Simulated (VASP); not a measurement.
# CdTe (F-43m) in VASP: settings compared

Aim: see how the results for CdTe move with the level of theory and the settings. Levels: HSE06, PBE, LDA. Tasks: single point.

Everything below comes from runs of VASP 6.6.1. Logs are shortened: lines on timing, memory, paths and dates and some standing lists are left out, and cuts for length are marked.

## Step 1: The cell of the first run

It takes space group F-43m (No. 216, cubic). Conventional cell: a = 6.560 Å, b = 6.560 Å, c = 6.560 Å, α = 90.00°, β = 90.00°, γ = 90.00°. Within 3.7 Å of Cd (site symmetry -43m) lie 4 Te at 2.84 Å. Within 3.7 Å of Te (site symmetry -43m) lie 4 Cd at 2.84 Å.

## Step 2: Single point, HSE06

File POSCAR:

```
CdTe
1.0
    0.0000000000      3.2799551172      3.2799551172
    3.2799551172      0.0000000000      3.2799551172
    3.2799551172      3.2799551172      0.0000000000
Cd Te
1 1
Direct
    0.0000000000      0.0000000000      0.0000000000
    0.2500000000      0.2500000000      0.2500000000
```

File INCAR.step1:

```
ALGO     = Normal         # electronic algorithm
EDIFF    = 1E-5           # SCF threshold, eV
ENCUT    = 520            # plane-wave cutoff, eV
GGA      = PE             # functional
ISIF     = 2              # what is computed and relaxed
ISMEAR   = 1              # smearing method
LASPH    = T              # aspherical terms in the spheres
LCHARG   = F              # write CHGCAR
LREAL    = F              # projectors in reciprocal space
LWAVE    = T              # write WAVECAR
NBANDS   = 16             # bands
NELM     = 80             # most SCF steps
PREC     = Accurate       # precision mode
SIGMA    = 0.001          # smearing width, eV
```

File INCAR.step2:

```
ALGO     = Normal         # electronic algorithm
EDIFF    = 1E-7           # SCF threshold, eV
ENCUT    = 520            # plane-wave cutoff, eV
GGA      = PE             # functional
HFSCREEN = 0.2079         # screening, 1/A
ISIF     = 2              # what is computed and relaxed
ISMEAR   = 1              # smearing method
ISTART   = 1            
LASPH    = T              # aspherical terms in the spheres
LCHARG   = F              # write CHGCAR
LHFCALC  = T              # exact exchange
LREAL    = F              # projectors in reciprocal space
LWAVE    = F              # write WAVECAR
NBANDS   = 16             # bands
NELM     = 80             # most SCF steps
PREC     = Accurate       # precision mode
PRECFOCK = Normal       
SIGMA    = 0.001          # smearing width, eV
```

File KPOINTS:

```
k-points
0
Gamma
  4 4 4
```

Potentials or basis: VASP PAW PBE potentials, release 64 (Cd, Te).

Started as:

```bash
> cat potpaw_PBE.64/Cd/POTCAR potpaw_PBE.64/Te/POTCAR > POTCAR
> cp INCAR.step1 INCAR
> mpirun -np 1 vasp_std > vasp.out
> cp INCAR.step2 INCAR
> mpirun -np 1 vasp_std > vasp.out
```

OUTCAR:

```text
EDIFF = 1E-7
   ENCUT = 520
   GGA = PE
   HFSCREEN = 0.2079
   ISIF = 2
   ISMEAR = 1
   ISTART = 1
   LASPH = T
   LHFCALC = T
   LREAL = F
   NELM = 80
   PREC = Accurate
   PRECFOCK = Normal

 ion  position               nearest neighbor table
   1  0.000  0.000  0.000-   2 2.84   2 2.84   2 2.84   2 2.84
   2  0.250  0.250  0.250-   1 2.84   1 2.84   1 2.84   1 2.84

  LATTYP: Found a face centered cubic cell.
 ALAT       =     6.5599102344

  Lattice vectors:

 A1 = (   0.0000000000,   3.2799551172,   3.2799551172)
 A2 = (   3.2799551172,   0.0000000000,   3.2799551172)
 A3 = (   3.2799551172,   3.2799551172,   0.0000000000)

Analysis of symmetry for initial positions (statically):
=====================================================================
 Subroutine PRICEL returns:
 Original cell was already a primitive cell.

 Routine SETGRP: Setting up the symmetry group for a
 face centered cubic supercell.

 Subroutine GETGRP returns: Found 24 space group operations
 (whereof 24 operations were pure point group operations)
 out of a pool of 48 trial point group operations.

The static configuration has the point symmetry T_d .

Analysis of symmetry for dynamics (positions and initial velocities):
=====================================================================
 Subroutine PRICEL returns:
 Original cell was already a primitive cell.

 Routine SETGRP: Setting up the symmetry group for a
 face centered cubic supercell.

 Subroutine GETGRP returns: Found 24 space group operations
 (whereof 24 operations were pure point group operations)
 out of a pool of 48 trial point group operations.

The dynamic configuration has the point symmetry T_d .

 Subroutine INISYM returns: Found 24 space group operations
 (whereof 24 operations are pure point group operations),
 and found     1 'primitive' translations

----------------------------------------------------------------------------------------

                                     Primitive cell

  volume of cell :      70.5722

  direct lattice vectors                    reciprocal lattice vectors
     0.000000000  3.279955117  3.279955117    -0.152441110  0.152441110  0.152441110
     3.279955117  0.000000000  3.279955117     0.152441110 -0.152441110  0.152441110
     3.279955117  3.279955117  0.000000000     0.152441110  0.152441110 -0.152441110

  length of vectors
     4.638557011  4.638557011  4.638557011     0.264035748  0.264035748  0.264035748

  position of ions in fractional coordinates (direct lattice)
     0.000000000  0.000000000  0.000000000
     0.250000000  0.250000000  0.250000000

  ion indices of the primitive-cell ions
   primitive index   ion index
                 1           1
                 2           2

----------------------------------------------------------------------------------------

 KPOINTS: k-points

Automatic generation of k-mesh.
 Grid dimensions read from file:
 generate k-points for:    4    4    4

 Generating k-lattice:

  Cartesian coordinates                     Fractional coordinates (reciprocal lattice)
    -0.038110278  0.038110278  0.038110278     0.250000000  0.000000000  0.000000000
     0.038110278 -0.038110278  0.038110278     0.000000000  0.250000000  0.000000000
     0.038110278  0.038110278 -0.038110278     0.000000000  0.000000000  0.250000000

  Length of vectors
     0.066008937  0.066008937  0.066008937

  Shift w.r.t. Gamma in fractional coordinates (k-lattice)
     0.000000000  0.000000000  0.000000000

 Subroutine IBZKPT returns following result:
 ===========================================

 Found      8 irreducible k-points:

 Following reciprocal coordinates:
            Coordinates               Weight
  0.000000  0.000000  0.000000      1.000000
  0.250000  0.000000  0.000000      8.000000
  0.500000  0.000000  0.000000      4.000000
  0.250000  0.250000  0.000000      6.000000
  0.500000  0.250000  0.000000     24.000000
 -0.250000  0.250000  0.000000     12.000000
  0.500000  0.500000  0.000000      3.000000
 -0.250000  0.500000  0.250000      6.000000
   k-points           NKPTS =      8   k-points in BZ     NKDIM =     64   number of bands    NBANDS=     16
   number of dos      NEDOS =    301   number of ions     NIONS =      2
   total plane-waves  NPLWV =  46656
   dimension x,y,z NGX =    36 NGY =   36 NGZ =   36
   dimension x,y,z NGXF=    72 NGYF=   72 NGZF=   72
   ions per type =               1   1
   NGX,Y,Z   is equivalent  to a cutoff of  12.90, 12.90, 12.90 a.u.
   NGXF,Y,Z  is equivalent  to a cutoff of  25.80, 25.80, 25.80 a.u.
 SYSTEM =  unknown system
   PREC   = accura    normal or accurate (medium, high low for compatibility)
   ISTART =      1    job   : 0-new  1-cont  2-samecut
   ICHARG =      0    charge: 1-file 2-atom 10-const
   ISPIN  =      1    spin polarized calculation?
   LNONCOLLINEAR =      F non collinear calculations
   LSORBIT =      F    spin-orbit coupling
   LASPH  =      T    aspherical Exc in radial PAW
   ENCUT  =  520.0 eV  38.22 Ry    6.18 a.u.   8.62  8.62  8.62*2*pi/ulx,y,z
   NELM   =     80;   NELMIN=  2; NELMDL=  0     # of ELM steps
   EDIFF  = 0.1E-06   stopping-criterion for ELM
   LREAL  =      F    real-space projection
   EDIFFG = 0.1E-05   stopping-criterion for IOM
   NSW    =      0    number of steps for IOM
   IBRION =     -1    ionic relax: 0-MD 1-quasi-New 2-CG
   NFREE  =      0    steps in history (QN), initial steepest desc. (CG)
   ISIF   =      2    stress and relaxation
   ISYM   =      3    0-nonsym 1-usesym 2-fastsym
   POTIM  = 0.5000    time-step for ionic-motion
   TEBEG  =    0.0;   TEEND  =   0.0 temperature during run
   PSTRESS=    0.0 pullay stress
   NELECT =      18.0000    total number of electrons
   NUPDOWN=      -1.0000    fix difference up-down
   EMIN   =  10.00;   EMAX   =-10.00  energy-range for DOS
   EFERMI =   0.00;   METHOD = LEGACY
   ISMEAR =     1;   SIGMA  =   0.00  broadening in eV -4-tet -1-fermi 0-gaus
   EFERMI_NEDOS =   21; number of points for ismear=-14 and -15
   IALGO  =     38    algorithm
   IMIX   =      1    mixing-type and parameters
     AMIX     =   0.40;   BMIX     =  1.00
     AMIX_MAG =   1.60;   BMIX_MAG =  1.00
  volume/ion in A,a.u.               =      35.29       238.12
  Fermi-wavevector in a.u.,A,eV,Ry     =   1.038216  1.961944 14.665621  1.077893
  Thomas-Fermi vector in A             =   2.172690
   LORBIT       =      0    0 simple, 1 ext, 2 COOP (PROOUT), +10 PAW based schemes
   GGA     = PE    functional components
   LHFCALC =     T    Hartree Fock is set to
   PRECFOCK=normal    Normal, Fast or Accurate (Low or Medium for compatibility)
   ENCUT4O =  -1.0   cutoff for four orbital integrals eV
   NKREDX  =     1    reduce k-point grid by
   NKREDY  =     1    reduce k-point grid by
   NKREDZ  =     1    reduce k-point grid by
   AEXX    =    0.2500 exact exchange contribution
   HFSCREEN=    0.2079 screening length (either q_TF or 0.3 A-1)
   HFSCREENC=   0.2079 screening length for correlation (either q_TF or 0.3 A-1)
   ENCUTFOCK=  -1.0 apply spherical cutoff to Coloumb kernel
   IVDW    =     0    specifies the selected vdW correction
   LEPSILON=     F    determine dielectric tensor
   LRPA    =     F    only Hartree local field effects (RPA)
 non-spin polarized calculation
 Methfessel and Paxton  Order N= 1 SIGMA  =   0.00
  energy-cutoff  :      520.00
  volume of cell :       70.57
 maximum number of plane-waves:      1924
 NGX is ok and might be reduce to    36
  NGX = 28; NGY = 28; NGZ = 28

 number of electron      18.0000006 magnetization

 Free energy of the ion-electron system (eV)
  ---------------------------------------------------
  ext. energy  EPLUGINS =         0.00000000
  ---------------------------------------------------
  free energy    TOTEN  =        -5.99420673 eV

  energy without entropy =       -5.99420673  energy(sigma->0) =       -5.99420673

 E-fermi :   1.5812     XC(G=0):  -7.0327

 val. band max:        1.5292472585   @ k =   0.0000   0.0000   0.0000
 cond. band min:       2.9728476136   @ k =   0.0000   0.0000   0.0000
 fundamental gap:      1.4436003552
 Fermi energy:         1.5812024264

 k-point     1 :       0.0000    0.0000    0.0000
  band No.  band energies     occupation
      1     -10.3855      2.00000
      2      -7.9648      2.00000
      3      -7.9648      2.00000
      4      -7.9648      2.00000
      5      -7.7277      2.00000
      6      -7.7277      2.00000
[... 8 lines left out ...]
     15      11.7944      0.00000
     16      11.7944      0.00000

 k-point     2 :       0.2500    0.0000    0.0000
  band No.  band energies     occupation
      1     -10.2021      2.00000
      2      -7.9333      2.00000
      3      -7.9333      2.00000
      4      -7.7352      2.00000
      5      -7.7282      2.00000
      6      -7.7282      2.00000
[... 8 lines left out ...]
     15      10.8705      0.00000
     16      10.8705      0.00000

 k-point     3 :       0.5000    0.0000    0.0000
  band No.  band energies     occupation
      1     -10.0353      2.00000
      2      -7.9082      2.00000
      3      -7.9082      2.00000
      4      -7.7211      2.00000
      5      -7.7211      2.00000
      6      -7.3083      2.00000
[... 8 lines left out ...]
     15      12.8422      0.00000
     16      12.8422      0.00000

 k-point     4 :       0.2500    0.2500    0.0000
  band No.  band energies     occupation
      1     -10.1445      2.00000
      2      -7.8974      2.00000
      3      -7.8974      2.00000
      4      -7.7907      2.00000
      5      -7.7149      2.00000
      6      -7.6588      2.00000
[... 8 lines left out ...]
     15      12.3601      0.00000
     16      13.1860      0.00000

 k-point     5 :       0.5000    0.2500    0.0000
  band No.  band energies     occupation
      1      -9.9856      2.00000
      2      -7.8771      2.00000
      3      -7.8641      2.00000
      4      -7.7608      2.00000
      5      -7.7146      2.00000
      6      -7.2360      2.00000
[... 8 lines left out ...]
     15      13.0410      0.00000
     16      13.5160      0.00000

 k-point     6 :      -0.2500    0.2500    0.0000
  band No.  band energies     occupation
      1     -10.0362      2.00000
      2      -7.8952      2.00000
      3      -7.8911      2.00000
      4      -7.7343      2.00000
      5      -7.7325      2.00000
      6      -7.3745      2.00000
[... 8 lines left out ...]
     15      12.0578      0.00000
     16      13.6242      0.00000

 k-point     7 :       0.5000    0.5000    0.0000
  band No.  band energies     occupation
      1      -9.9367      2.00000
      2      -7.8235      2.00000
      3      -7.8235      2.00000
      4      -7.8086      2.00000
      5      -7.7019      2.00000
      6      -7.1351      2.00000
[... 8 lines left out ...]
     15      13.3494      0.00000
     16      14.0405      0.00000

 k-point     8 :      -0.2500    0.5000    0.2500
  band No.  band energies     occupation
      1      -9.9388      2.00000
      2      -7.8588      2.00000
      3      -7.8473      2.00000
      4      -7.7545      2.00000
      5      -7.7261      2.00000
      6      -7.0659      2.00000
[... 8 lines left out ...]
     15      13.6354      0.00000
     16      13.7763      0.00000

------------------------ aborting loop because EDIFF is reached ----------------------------------------

  FORCE on cell =-STRESS in cart. coord.  units (eV):
  Direction    XX          YY          ZZ          XY          YZ          ZX
  --------------------------------------------------------------------------------------
  -------------------------------------------------------------------------------------
  Total        0.1076514      0.1076514      0.1076514      0.0000000      0.0000000      0.0000000
  in kB        2.4439747      2.4439747      2.4439747      0.0000000      0.0000000      0.0000000
  external PRESSURE =       2.4439747 kB  Pullay stress =       0.0000000 kB

 VOLUME and BASIS-vectors are now :
 -----------------------------------------------------------------------------
  energy-cutoff  :      520.00
  volume of cell :       70.57
      direct lattice vectors                 reciprocal lattice vectors
     0.000000000  3.279955117  3.279955117    -0.152441110  0.152441110  0.152441110
     3.279955117  0.000000000  3.279955117     0.152441110 -0.152441110  0.152441110
     3.279955117  3.279955117  0.000000000     0.152441110  0.152441110 -0.152441110

 POSITION                                       TOTAL-FORCE (eV/Angst)
 -----------------------------------------------------------------------------------
      0.00000      0.00000      0.00000         0.000000     -0.000000     -0.000000
      1.63998      1.63998      1.63998        -0.000000      0.000000      0.000000
 -----------------------------------------------------------------------------------
    total drift:                               -0.000003     -0.000002     -0.000002

  FREE ENERGIE OF THE ION-ELECTRON SYSTEM (eV)
  ---------------------------------------------------
  free  energy   TOTEN  =        -5.9942067262 eV

  energy  without entropy=       -5.9942067262  energy(sigma->0) =       -5.99420673
```

It took 17 min on 1 thread of AMD EPYC 7R43 (Zen 3), shared host; peak memory 0.28 GiB.

What came out:

* Free energy: -5.9942 eV
* Pressure: 0.2 GPa
* Band gap on the k mesh: 1.44 eV, direct

Levels at points of the mesh, in eV from the valence-band top:
| k point | band 5 | band 6 | band 7 | band 8 | band 9 | band 10 | band 11 | band 12 | band 13 | band 14 |
| --- | --- | --- | --- | --- | --- | --- | --- | --- | --- | --- |
| (0.00, 0.00, 0.00) | -9.26 | -9.26 | 0.00 | 0.00 | 0.00 | 1.44 | 5.49 | 5.49 | 5.49 | 8.44 |
| (0.50, 0.00, 0.00) | -9.25 | -8.84 | -4.52 | -0.77 | -0.77 | 2.58 | 6.06 | 6.06 | 7.94 | 9.60 |
| (0.50, 0.50, 0.00) | -9.23 | -8.66 | -4.41 | -1.87 | -1.87 | 3.35 | 3.47 | 9.77 | 10.17 | 10.17 |

Caveat: the PAW data sets were made with another functional, which shifts forces and pressure a little; spin-orbit coupling is left out, which moves the levels of the heavy elements.

## Step 3: Single point, PBE

File INCAR:

```
ALGO = Normal ; EDIFF = 1E-6
ENCUT = 500 ; GGA = PE
GGA_COMPAT = False ; ISIF = 2
ISMEAR = 0 ; LASPH = True
LCHARG = True ; LELF = True
LREAL = False ; LVHAR = True
LWAVE = False ; NBANDS = 16
NELM = 120 ; PREC = Accurate
SIGMA = 0.01
```

File KPOINTS:

```
k-points
0
Gamma
  2 2 2
```

POSCAR is that of step 2.

Potentials or basis: VASP PAW PBE potentials, release 64 (Cd, Te).

Started as:

```bash
> cat potpaw_PBE.64/Cd/POTCAR potpaw_PBE.64/Te/POTCAR > POTCAR
> mpirun -np 1 vasp_std > vasp.out
```

Wall time 23 s (1 thread of AMD EPYC 7R13, shared host); peak memory 0.17 GiB.

It converged, with:

| Item | Value |
| --- | --- |
| Free energy | -3.5864 eV |
| Pressure | 4.5 GPa |
| Band gap on the k mesh | 0.53 eV, direct |

Levels at points of the mesh, in eV from the valence-band top:
```tsv
k point	band 6	band 7	band 8	band 9	band 10	band 11	band 12	band 13
(0.00, 0.00, 0.00)	-8.30	0.00	0.00	0.00	0.53	4.42	4.42	4.42
(0.50, 0.00, 0.00)	-7.92	-4.34	-0.75	-0.75	1.63	5.02	5.02	6.98
(0.50, 0.50, 0.00)	-7.76	-4.28	-1.80	-1.80	2.53	2.54	8.68	8.81
```

Caveat: the k points lie up to 0.83 Å⁻¹ apart; spin-orbit coupling is left out, which moves the levels of the heavy elements.

## Step 4: Single point, LDA

File INCAR:

```
SYSTEM = CdTe
PREC = Accurate ; ENCUT = 500
EDIFF = 1E-6 ; ISMEAR = 0
SIGMA = 0.01 ; LREAL = .False.
LASPH = .True. ; NELM = 120
ALGO = Normal ; ISIF = 2
LWAVE = .False. ; LCHARG = .True.
GGA = CA ; LELF = .True.
LVHAR = .True. ; NBANDS = 16
GGA_COMPAT = .False.
```

File KPOINTS:

```
Automatic mesh
0
Gamma
  2 2 2
  0 0 0
```

POSCAR is that of step 3.

Potentials or basis: VASP PAW LDA potentials, release 64 (Cd, Te).

Started as:

```bash
> cat potpaw_LDA.64/Cd/POTCAR potpaw_LDA.64/Te/POTCAR > POTCAR
> mpirun -np 1 vasp_std > vasp.out
```

It took 21 s on 1 thread of AMD EPYC 7R13, shared host; peak memory 0.13 GiB.

It converged, with:

```
Free energy            : -4.7182 eV
Pressure               : 0.9 GPa
Band gap on the k mesh : 0.25 eV, direct
```

Levels at points of the mesh, in eV from the valence-band top:
| k point | band 5 | band 6 | band 7 | band 8 | band 9 | band 10 | band 11 | band 12 | band 13 | band 14 |
| --- | --- | --- | --- | --- | --- | --- | --- | --- | --- | --- |
| (0.00, 0.00, 0.00) | -8.32 | -8.32 | 0.00 | 0.00 | 0.00 | 0.25 | 4.28 | 4.28 | 4.28 | 6.94 |
| (0.50, 0.00, 0.00) | -8.31 | -7.95 | -4.45 | -0.76 | -0.76 | 1.42 | 4.88 | 4.88 | 6.64 | 8.19 |
| (0.50, 0.50, 0.00) | -8.30 | -7.80 | -4.38 | -1.84 | -1.84 | 2.27 | 2.37 | 8.38 | 8.63 | 8.63 |

Caveat: the k points lie up to 0.83 Å⁻¹ apart; spin-orbit coupling is left out, which moves the levels of the heavy elements.

## Step 5: Overview

| level | potentials or basis | k mesh | cutoff (eV) | smearing | grid for exact exchange (PRECFOCK) | screening parameter | gap on the mesh (eV) | pressure (GPa) |
| --- | --- | --- | --- | --- | --- | --- | --- | --- |
| HSE06 | VASP PAW PBE potentials, release 64 (Cd, Te) | 4 × 4 × 4 | 520 | methfessel-paxton 0.001 eV | Normal | 0.2079 1/Å | 1.44 | 0.2 |
| PBE | VASP PAW PBE potentials, release 64 (Cd, Te) | 2 × 2 × 2 | 500 | gaussian 0.01 eV | - | - | 0.53 | 4.5 |
| LDA | VASP PAW LDA potentials, release 64 (Cd, Te) | 2 × 2 × 2 | 500 | gaussian 0.01 eV | - | - | 0.25 | 0.9 |

Alike in all rows: task single point; no spin polarisation; cell as given.

Caveats: some runs use coarse meshes; spin-orbit coupling is left out, which moves the levels of the heavy elements; the PAW data sets were made with another functional, which shifts forces and pressure a little (some runs).

Absolute energies hang on the potentials; compare differences alone.
